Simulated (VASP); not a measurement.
Write the native input for VASP 6.6.1 that does the following.

- Task: single point
- Functional: PBE
- Dispersion: D3(BJ)
- Potentials or basis: VASP PAW PBE potentials, release 64 (Sr_sv, Si)
- Cutoff: 520 eV
- k mesh: 2 × 2 × 1
- Occupations: gaussian, width 0.1 eV
- Spin: no spin polarisation
- Dipole correction: no
- Further INCAR settings: ALGO = Normal; EDIFF = 1e-06; NBANDS = 74

The structure of Sr12Si lies in POSCAR:

```
Sr12Si
1.0
    8.5984180000      0.0000000000      0.0000000000
    4.2992090000      7.4464490000      0.0000000000
    0.0000000000      0.0000000000     18.0205790000
Sr Si
12 1
Direct
    0.1666667136      0.1666666890      0.0554921127
    0.6666667136      0.1666666890      0.0554921127
    0.1666666219      0.6666667562      0.0554921127
    0.6666666219      0.6666667562      0.0554921127
   -0.2151312175      0.3679302712      0.2395305389
    0.2747384753      0.3511947775      0.2492461535
   -0.2390258727      0.8668486147      0.2519081102
    0.2648999940      0.8562524231      0.2504799652
   -0.0815154024      0.0830491151      0.4270387761
    0.4069536548      0.0047837567      0.4507234202
   -0.0062842296      0.5982208433      0.4557559444
    0.4777578415      0.5092174807      0.4204682325
    0.2087185809      0.7979336191      0.5061462232
```

One way to write it, as run:

INCAR

```
SYSTEM = Sr12Si
PREC     = Accurate       ! precision mode
ENCUT    = 520            ! plane-wave cutoff, eV
EDIFF    = 1E-6           ! SCF threshold, eV
ISMEAR   = 0              ! smearing method
SIGMA    = 0.1            ! smearing width, eV
LREAL    = .False.        ! projectors in reciprocal space
LASPH    = .True.         ! aspherical terms in the spheres
NELM     = 80             ! most SCF steps
ALGO     = Normal         ! electronic algorithm
ISIF     = 2              ! what is computed and relaxed
LWAVE    = .False.        ! write WAVECAR
LCHARG   = .False.        ! write CHGCAR
GGA      = PE             ! functional
IVDW     = 12             ! dispersion correction
NBANDS   = 74             ! bands
```

KPOINTS

```
Automatic mesh
0
Gamma
  2 2 1
  0 0 0
```

Potentials or basis: VASP PAW PBE potentials, release 64 (Sr_sv, Si).

Run with:

```sh
$ cat potpaw_PBE.64/Sr_sv/POTCAR potpaw_PBE.64/Si/POTCAR > POTCAR
$ mpirun -np 1 vasp_std > vasp.out
```

It gave:

```yaml
Largest_force: 0.092 eV/Å
Band_gap_on_the_k_mesh: 0.01 eV (least direct gap 0.13 eV)
Dispersion_energy_per_atom: -0.147 eV
```

Caveat: the k points lie up to 0.42 Å⁻¹ apart; the smearing spreads over this small gap; there is no dipole correction, which matters where the two faces differ.

Wall time 15 min on 1 thread of Intel(R) Xeon(R) Platinum 8488C (Sapphire Rapids), on a shared host, peak memory 1.1 GiB.
